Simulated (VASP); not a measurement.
A run of VASP 6.6.1 is set up as follows.

INCAR

```
SYSTEM = Al2O
  ALGO = Normal
  EDIFF = 1E-6
  ENCUT = 520
  GGA = PE
  ISIF = 2
  ISMEAR = 0
  ISPIN = 2
  LASPH = .TRUE.
  LCHARG = .FALSE.
  LORBIT = 11
  LREAL = .FALSE.
  LWAVE = .FALSE.
  MAGMOM = 0 0 0 0 1 1
  NBANDS = 25
  NELM = 150
  PREC = Accurate
  SIGMA = 0.1
```

KPOINTS

```
k-points
0
G
  6 6 2
  0 0 0
```

POSCAR

```
Al2O
1.0
    3.4122220129      0.0000000000      0.0000000000
    0.0000000000      3.4122220129      0.0000000000
    0.0000000000      0.0000000000      9.3260798448
Al O
4 2
Direct
    0.0000000000      0.0000000000      0.2500000000
    0.0000000000      0.0000000000      0.7500000000
    0.0000000000      0.5000000000      0.5000000000
    0.5000000000      0.0000000000      0.0000000000
    0.5000000000      0.5000000000      0.0000000000
    0.5000000000      0.5000000000      0.5000000000
```

Potentials or basis: VASP PAW PBE potentials, release 64 (Al, O).

Launch:

```sh
$ cat potpaw_PBE.64/Al/POTCAR potpaw_PBE.64/O/POTCAR > POTCAR
$ mpirun -np 1 vasp_std > vasp.out
```

**Question.** What does it give for the pressure?

**Answer.** 0.2 GPa.

**Question.** What does it give for the net moment?

**Answer.** 0.00 μB per cell.

Stress tensor (GPa, compression positive):
```
 0.34  0.00  0.00
 0.00  0.34  0.00
 0.00  0.00 -0.22
```
